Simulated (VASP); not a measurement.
# TaN (P-6m2) in VASP: notebook, part 2 of 2

VASP 6.6.1. Earlier steps stand in the parts before.

## Step 5: Single point, PBEsol+D4

INCAR reads:

```
PREC = Accurate
ENCUT = 520
EDIFF = 1E-7
ISMEAR = -1
SIGMA = 0.05
LREAL = F
LASPH = T
NELM = 80
ALGO = Normal
ISIF = 2
LWAVE = F
LCHARG = F
GGA = PS
IVDW = 13
NBANDS = 15
```

KPOINTS reads:

```
regular mesh
0
Gamma
  7 7 6
```

POSCAR reads:

```
TaN
1.0
    2.9380000000      0.0000000000      0.0000000000
   -1.4690000000      2.5443826400      0.0000000000
    0.0000000000      0.0000000000      2.8830000000
Ta N
1 1
Direct
    0.3333333300      0.6666666700      0.5000000000
    0.0000000000      0.0000000000      0.0000000000
```

Potentials or basis: VASP PAW PBE potentials, release 64 (Ta_pv, N).

On the command line:

```sh
> cat potpaw_PBE.64/Ta_pv/POTCAR potpaw_PBE.64/N/POTCAR > POTCAR
> mpirun -np 1 vasp_std > vasp.out
```

OUTCAR:

```text
PREC = Accurate
   ENCUT = 520
   EDIFF = 1E-7
   ISMEAR = -1
   LREAL = F
   LASPH = T
   NELM = 80
   ISIF = 2
   GGA = PS
   IVDW = 13

 ion  position               nearest neighbor table
   1  0.333  0.667  0.500-   2 2.23   2 2.23   2 2.23   2 2.23   2 2.23   2 2.23
   2  0.000  0.000  0.000-   1 2.23   1 2.23   1 2.23   1 2.23   1 2.23   1 2.23

  LATTYP: Found a hexagonal cell.
 ALAT       =     2.9380000000
 C/A-ratio  =     0.9812797822

  Lattice vectors:

 A1 = (   2.9380000000,   0.0000000000,   0.0000000000)
 A2 = (  -1.4690000000,   2.5443826400,   0.0000000000)
 A3 = (   0.0000000000,   0.0000000000,   2.8830000000)

Analysis of symmetry for initial positions (statically):
=====================================================================
 Subroutine PRICEL returns:
 Original cell was already a primitive cell.

 Routine SETGRP: Setting up the symmetry group for a
 hexagonal supercell.

 Subroutine GETGRP returns: Found 12 space group operations
 (whereof 12 operations were pure point group operations)
 out of a pool of 24 trial point group operations.

The static configuration has the point symmetry D_3h.

[... 175 lines left out ...]
      7       3.8650      2.00000
      8       5.1827      2.00000
      9      10.3065      0.00000
     10      11.6914      0.00000
     11      11.6914      0.00000
     12      12.0701      0.00000
     13      12.0701      0.00000
     14      21.0983      0.00000
[... 401 lines left out ...]
      2     -27.1351      2.00000
      3     -26.8848      2.00000
      4      -7.4193      2.00000
      5       0.5002      2.00000
      6       1.6715      2.00000
      7       3.2379      2.00000
      8       7.4136      2.00000
      9      11.8469      0.00000
     10      12.6299      0.00000
     11      13.8349      0.00000
     12      14.5664      0.00000
     13      17.7986      0.00000
     14      20.1054      0.00000
     15      21.4688      0.00000

 [... further k-points ...]

------------------------ aborting loop because EDIFF is reached ----------------------------------------

  DFT-D4 for vdW energy calculation

  Edisp (eV):   -0.35737

  FORCE on cell =-STRESS in cart. coord.  units (eV):
  Direction    XX          YY          ZZ          XY          YZ          ZX
  --------------------------------------------------------------------------------------
  -------------------------------------------------------------------------------------
  Total      -0.85072    -0.85072    -1.04230     0.00000    -0.00000     0.00000
  in kB     -63.24389   -63.24389   -77.48632     0.00000    -0.00000     0.00000
  external pressure =      -67.99 kB  Pullay stress =        0.00 kB

 VOLUME and BASIS-vectors are now :
 -----------------------------------------------------------------------------
  energy-cutoff  :      520.00
  volume of cell :       21.55
      direct lattice vectors                 reciprocal lattice vectors
     2.938000000  0.000000000  0.000000000     0.340367597  0.196511323  0.000000000
    -1.469000000  2.544382640  0.000000000     0.000000000  0.393022647  0.000000000
     0.000000000  0.000000000  2.883000000     0.000000000  0.000000000  0.346860909

 POSITION                                       TOTAL-FORCE (eV/Angst)
 -----------------------------------------------------------------------------------
     -0.00000      1.69626      1.44150         0.000000     -0.000000      0.000000
      0.00000      0.00000      0.00000        -0.000000      0.000000      0.000000
 -----------------------------------------------------------------------------------
    total drift:                                0.000003     -0.000002     -0.000000

  FREE ENERGIE OF THE ION-ELECTRON SYSTEM (eV)
  ---------------------------------------------------
  free  energy   TOTEN  =       -24.1594660278 eV

  energy  without entropy=      -24.1586679916  energy(sigma->0) =      -24.15906701
```

Run time: 17 s. Hardware: 1 thread of AMD EPYC 7R13, shared host; peak memory 0.11 GiB.

Results:

```yaml
Free_energy: -24.1595 eV
Pressure: -6.8 GPa
Band_gap_on_the_k_mesh: zero (band 8 reaches 8.30 eV, above the bottom of band 9 at 7.99 eV)
Dispersion_energy_per_atom: -0.179 eV
```

Stress tensor (GPa, compression positive):
```
-6.32  0.00  0.00
 0.00 -6.32  0.00
 0.00  0.00 -7.75
```

Caveat: the k points lie up to 0.36 Å⁻¹ apart; the PAW data sets were made with another functional, which shifts forces and pressure a little; spin-orbit coupling is left out, which moves the levels of the heavy elements; pairwise dispersion overbinds metals, which lowers pressure and volume.

## Step 6: Single point, PBEsol+D4

INCAR reads:

```
SYSTEM = TaN
PREC = Accurate
ENCUT = 520
EDIFF = 1E-6
ISMEAR = -1
SIGMA = 0.05
LREAL = .False.
LASPH = .True.
NELM = 60
ALGO = Normal
ISIF = 2
LWAVE = .False.
LCHARG = .False.
GGA = PS
IVDW = 13
NBANDS = 15
```

KPOINTS reads:

```
regular mesh
0
Gamma
  9 9 8
  0 0 0
```

POSCAR is that of step 5.

Potentials or basis: VASP PAW PBE potentials, release 64 (Ta_pv, N).

On the command line:

```sh
> cat potpaw_PBE.64/Ta_pv/POTCAR potpaw_PBE.64/N/POTCAR > POTCAR
> mpirun -np 1 vasp_std > vasp.out
```

It took 32 s on 1 thread of AMD EPYC 7R13, shared host; peak memory 0.12 GiB.

It converged, with:

```yaml
Free_energy: -24.1610 eV
Pressure: -6.8 GPa
Band_gap_on_the_k_mesh: zero (band 8 reaches 8.23 eV, above the bottom of band 9 at 7.99 eV)
Dispersion_energy_per_atom: -0.179 eV
```

Levels at points of the mesh, in eV from the Fermi level:
```csv
k point,band 5,band 6,band 7,band 8,band 9,band 10,band 11,band 12
"(0.00, 0.00, 0.00)",-4.64,-4.64,-4.30,-2.98,2.14,3.52,3.52,3.91
"(0.00, 0.00, 0.50)",-9.46,-3.82,-3.82,-0.18,-0.18,2.37,3.23,3.23
```

Caveat: the PAW data sets were made with another functional, which shifts forces and pressure a little; spin-orbit coupling is left out, which moves the levels of the heavy elements; pairwise dispersion overbinds metals, which lowers pressure and volume.

## Step 7: Single point, PBEsol+D4

INCAR reads:

```
SYSTEM = TaN
  PREC = Accurate
  ENCUT = 520
  EDIFF = 1E-6
  ISMEAR = -1
  SIGMA = 0.05
  LREAL = .False.
  LASPH = .True.
  NELM = 100
  ALGO = Normal
  ISIF = 2
  LWAVE = .False.
  LCHARG = .False.
  GGA = PS
  IVDW = 13
  NBANDS = 15
```

KPOINTS reads:

```
Automatic mesh
0
Gamma
  11 11 10
  0 0 0
```

POSCAR is that of step 6.

Potentials or basis: VASP PAW PBE potentials, release 64 (Ta_pv, N).

On the command line:

```sh
> cat potpaw_PBE.64/Ta_pv/POTCAR potpaw_PBE.64/N/POTCAR > POTCAR
> mpirun -np 1 vasp_std > vasp.out
```

OUTCAR:

```text
SYSTEM = TaN
   PREC = Accurate
   ENCUT = 520
   EDIFF = 1E-6
   ISMEAR = -1
   LREAL = .False.
   LASPH = .True.
   NELM = 100
   ISIF = 2
   GGA = PS
   IVDW = 13

 ion  position               nearest neighbor table
   1  0.333  0.667  0.500-   2 2.23   2 2.23   2 2.23   2 2.23   2 2.23   2 2.23
   2  0.000  0.000  0.000-   1 2.23   1 2.23   1 2.23   1 2.23   1 2.23   1 2.23

  LATTYP: Found a hexagonal cell.
 ALAT       =     2.9380000000
 C/A-ratio  =     0.9812797822

  Lattice vectors:

 A1 = (   2.9380000000,   0.0000000000,   0.0000000000)
 A2 = (  -1.4690000000,   2.5443826400,   0.0000000000)
 A3 = (   0.0000000000,   0.0000000000,   2.8830000000)

Analysis of symmetry for initial positions (statically):
=====================================================================
 Subroutine PRICEL returns:
 Original cell was already a primitive cell.

 Routine SETGRP: Setting up the symmetry group for a
 hexagonal supercell.

 Subroutine GETGRP returns: Found 12 space group operations
 (whereof 12 operations were pure point group operations)
 out of a pool of 24 trial point group operations.

The static configuration has the point symmetry D_3h.

Analysis of symmetry for dynamics (positions and initial velocities):
=====================================================================
 Subroutine PRICEL returns:
 Original cell was already a primitive cell.

 Routine SETGRP: Setting up the symmetry group for a
 hexagonal supercell.

 Subroutine GETGRP returns: Found 12 space group operations
 (whereof 12 operations were pure point group operations)
 out of a pool of 24 trial point group operations.

The dynamic configuration has the point symmetry D_3h.

 Subroutine INISYM returns: Found 12 space group operations
 (whereof 12 operations are pure point group operations),
 and found     1 'primitive' translations

----------------------------------------------------------------------------------------

                                     Primitive cell

  volume of cell :      21.5516

  direct lattice vectors                    reciprocal lattice vectors
[... 121 lines left out ...]
 maximum number of plane-waves:       599
 NGX is ok and might be reduce to    24
   NGX = 11   NGY = 11   NGZ = 11

 number of electron      16.0000001 magnetization

 Free energy of the ion-electron system (eV)
  ---------------------------------------------------
  ext. energy  EPLUGINS =         0.00000000
  ---------------------------------------------------
  free energy    TOTEN  =       -23.80318351 eV

  energy without entropy =      -23.80276182  energy(sigma->0) =      -23.80297267

 E-fermi :   8.1132     XC(G=0): -13.5052

 val. band max:        8.0727762873   @ k =   0.0000   0.0000   0.4000
 cond. band min:       8.2793217322   @ k =   0.0909  -0.0000   0.5000
 fundamental gap:      0.2065454449
 Fermi energy:         8.1131839657

 k-point     1 :       0.0000    0.0000    0.0000
  band No.  band energies     occupation
      1     -26.6879      2.00000
      2     -26.4211      2.00000
      3     -26.4211      2.00000
      4      -9.6442      2.00000
      5       3.5296      2.00000
      6       3.5296      2.00000
      7       3.8659      2.00000
      8       5.1830      2.00000
      9      10.3069      0.00000
     10      11.6903      0.00000
     11      11.6903      0.00000
     12      12.0709      0.00000
     13      12.0709      0.00000
     14      21.0983      0.00000
[... 401 lines left out ...]
      2     -26.7070      2.00000
      3     -26.5437      2.00000
      4      -8.4697      2.00000
      5       1.5245      2.00000
      6       3.2463      2.00000
      7       4.1432      2.00000
      8       5.4939      2.00000
      9       9.9173      0.00000
     10      11.0055      0.00000
     11      12.4132      0.00000
     12      13.0148      0.00000
     13      14.1798      0.00000
     14      20.8936      0.00000
     15      21.4826      0.00000

 [... further k-points ...]

------------------------ aborting loop because EDIFF is reached ----------------------------------------

  DFT-D4 for vdW energy calculation

  Edisp (eV):   -0.35737

  FORCE on cell =-STRESS in cart. coord.  units (eV):
  Direction    XX          YY          ZZ          XY          YZ          ZX
  --------------------------------------------------------------------------------------
  -------------------------------------------------------------------------------------
  Total      -0.89364    -0.89364    -0.96645     0.00000    -0.00000     0.00000
  in kB     -66.43432   -66.43432   -71.84743     0.00000    -0.00000     0.00000
  external pressure =      -68.24 kB  Pullay stress =        0.00 kB

 VOLUME and BASIS-vectors are now :
 -----------------------------------------------------------------------------
  energy-cutoff  :      520.00
  volume of cell :       21.55
      direct lattice vectors                 reciprocal lattice vectors
     2.938000000  0.000000000  0.000000000     0.340367597  0.196511323  0.000000000
    -1.469000000  2.544382640  0.000000000     0.000000000  0.393022647  0.000000000
     0.000000000  0.000000000  2.883000000     0.000000000  0.000000000  0.346860909

 POSITION                                       TOTAL-FORCE (eV/Angst)
 -----------------------------------------------------------------------------------
     -0.00000      1.69626      1.44150        -0.000000      0.000000      0.000000
      0.00000      0.00000      0.00000         0.000000      0.000000      0.000000
 -----------------------------------------------------------------------------------
    total drift:                                0.000003     -0.000002     -0.000000

  FREE ENERGIE OF THE ION-ELECTRON SYSTEM (eV)
  ---------------------------------------------------
  free  energy   TOTEN  =       -24.1605518625 eV

  energy  without entropy=      -24.1601301692  energy(sigma->0) =      -24.16034102
```

OSZICAR:

```text
N       E                     dE             d eps       ncg     rms          rms(c)
DAV:   1     0.905052715932E+02    0.90505E+02   -0.87080E+03  2880   0.113E+03
DAV:   2    -0.232284602395E+02   -0.11373E+03   -0.10651E+03  3496   0.306E+02
DAV:   3    -0.261293497883E+02   -0.29009E+01   -0.28850E+01  3258   0.455E+01
DAV:   4    -0.261413167978E+02   -0.11967E-01   -0.11963E-01  3762   0.316E+00
DAV:   5    -0.261413887546E+02   -0.71957E-04   -0.71955E-04  3328   0.228E-01    0.238E+01
DAV:   6    -0.239093556613E+02    0.22320E+01   -0.35147E+00  3785   0.224E+01    0.102E+01
DAV:   7    -0.238394680323E+02    0.69888E-01   -0.54919E-01  3188   0.580E+00    0.692E+00
DAV:   8    -0.238106863969E+02    0.28782E-01   -0.15605E-01  3552   0.328E+00    0.145E+00
DAV:   9    -0.238033127137E+02    0.73737E-02   -0.15818E-02  3279   0.103E+00    0.190E-01
DAV:  10    -0.238032589922E+02    0.53721E-04   -0.10849E-03  3601   0.387E-01    0.889E-02
DAV:  11    -0.238031829493E+02    0.76043E-04   -0.93408E-05  3342   0.105E-01    0.111E-02
DAV:  12    -0.238031835484E+02   -0.59913E-06   -0.12518E-05  3132   0.309E-02    0.456E-03
DAV:  13    -0.238031835139E+02    0.34464E-07   -0.28620E-08  1531   0.176E-03
   1 F= -.24160552E+02 E0= -.24160341E+02  d E =-.421693E-03
```

Wall time 57 s (1 thread of AMD EPYC 7R13, shared host); peak memory 0.13 GiB.

What came out:

```
Free energy                : -24.1606 eV
Pressure                   : -6.8 GPa
Band gap on the k mesh     : zero (band 8 reaches 8.49 eV, above the bottom of band 9 at 7.99 eV)
Dispersion energy per atom : -0.179 eV
```

Stress tensor (GPa, compression positive):
```
-6.64  0.00  0.00
 0.00 -6.64  0.00
 0.00  0.00 -7.18
```

Levels at points of the mesh, in eV from the Fermi level:
```
           k point  band 6  band 7  band 8  band 9  band 10  band 11
(0.00, 0.00, 0.00)   -4.58   -4.25   -2.93    2.19     3.58     3.58
(0.00, 0.00, 0.50)   -3.77   -3.77   -0.12   -0.12     2.42     3.28
```

Caveat: the PAW data sets were made with another functional, which shifts forces and pressure a little; spin-orbit coupling is left out, which moves the levels of the heavy elements; pairwise dispersion overbinds metals, which lowers pressure and volume.

## Step 8: Summary

| k mesh | gap on the mesh (eV) | pressure (GPa) |
| --- | --- | --- |
| 3 × 3 × 3 | none | -3.2 |
| 4 × 4 × 4 | none | -6.1 |
| 5 × 5 × 5 | none | -6.9 |
| 7 × 7 × 6 | none | -6.8 |
| 9 × 9 × 8 | none | -6.8 |
| 11 × 11 × 10 | none | -6.8 |

Alike in all rows: task single point; level PBEsol+D4; potentials or basis VASP PAW PBE potentials, release 64 (Ta_pv, N); no spin polarisation; cell as given; cutoff (eV) 520; smearing fermi-dirac 0.05 eV.

Caveats: some runs use coarse meshes; the PAW data sets were made with another functional, which shifts forces and pressure a little; spin-orbit coupling is left out, which moves the levels of the heavy elements; pairwise dispersion overbinds metals, which lowers pressure and volume.

Total energies depend on the potentials used, so only differences within one code and one set of settings carry meaning.
